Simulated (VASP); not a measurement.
Wanted: the native input for a VASP 6.6.1 run.

* Task: single point
* Functional: PBE
* Dispersion: D4
* Potentials or basis: VASP PAW PBE potentials, release 64 (Hf_pv, O)
* Cutoff: 520 eV
* k mesh: 6 × 6 × 6
* Occupations: gaussian, width 0.01 eV
* Spin: no spin polarisation
* Dipole correction: no
* Further INCAR settings: ALGO = Normal; EDIFF = 1e-07; NBANDS = 18

The structure of HfO2 lies in POSCAR:

```
HfO2
1.0
    0.0000000000      2.5375646829      2.5375646829
    2.5375646829      0.0000000000      2.5375646829
    2.5375646829      2.5375646829      0.0000000000
Hf O
1 2
Direct
    0.0000000000      0.0000000000      0.0000000000
    0.2500000000      0.2500000000      0.2500000000
    0.7500000000      0.7500000000      0.7500000000
```

One way to write it, as run:

INCAR

```
SYSTEM = HfO2
PREC = Accurate ; ENCUT = 520
EDIFF = 1E-7 ; ISMEAR = 0
SIGMA = 0.01 ; LREAL = .FALSE.
LASPH = .TRUE. ; NELM = 100
ALGO = Normal ; ISIF = 2
LWAVE = .FALSE. ; LCHARG = .FALSE.
GGA = PE ; IVDW = 13
NBANDS = 18
```

KPOINTS

```
Automatic mesh
0
G
  6 6 6
  0 0 0
```

Potentials or basis: VASP PAW PBE potentials, release 64 (Hf_pv, O).

The run is started by

```sh
$ cat potpaw_PBE.64/Hf_pv/POTCAR potpaw_PBE.64/O/POTCAR > POTCAR
$ mpirun -np 1 vasp_std > vasp.out
```

It gave:

```json
{
  "Pressure": "-3.8 GPa",
  "Band gap on the k mesh": "3.79 eV",
  "Dispersion energy per atom": "-0.194 eV"
}
```

Caveat: the cell stands under tension; spin-orbit coupling is left out, which moves the levels of the heavy elements.

Run time: 21 s on 1 thread of AMD EPYC 7R13, on a shared host, peak memory 0.13 GiB.
